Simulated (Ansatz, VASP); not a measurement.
## BaTiO3 in VASP and in Ansatz

```
CELL_PARAMETERS angstrom
3.97295 0.00000 0.00000
0.00000 3.97295 0.00000
0.00000 0.00000 3.99103
ATOMIC_POSITIONS crystal
Ba 0.00000 0.00000 0.99879
Ti 0.50000 0.50000 0.48598
O 0.50000 0.50000 0.01891
O 0.50000 0.00000 0.51216
O 0.00000 0.50000 0.51216
```

Change from the starting cell: volume scaled by 0.98, ions relaxed.

Alike in both runs: functional PBE; k mesh 8 × 8 × 8; occupations fermi-dirac, width 0.02 eV; no spin polarisation.

Ansatz relaxed the structure, and its values are those at the end. VASP's run is a single point on that final structure, the one shown.

```csv
,VASP,Ansatz
version,VASP 6.6.1,Ansatz 0.2.0
potentials or method,"VASP PAW PBE potentials, release 64 (Ba_sv, Ti_sv, O_h)","plane-wave PAW, scalar-relativistic"
plane-wave cutoff (eV),1340,420
valence electrons in the cell,40,40
```

|  | VASP | Ansatz | Ansatz less VASP |
| --- | --- | --- | --- |
| gap on the k mesh at the Fermi level (eV) | 1.82 | 1.88 | +0.064 |
| pressure (GPa) | 8.1 | 6.3 | -1.74 |
| rms of the force components (eV/Å) | 0.011 | 0.000 | -0.0109 |

Ansatz's warnings: stress scf threshold loose.

Spin-orbit coupling is off throughout.
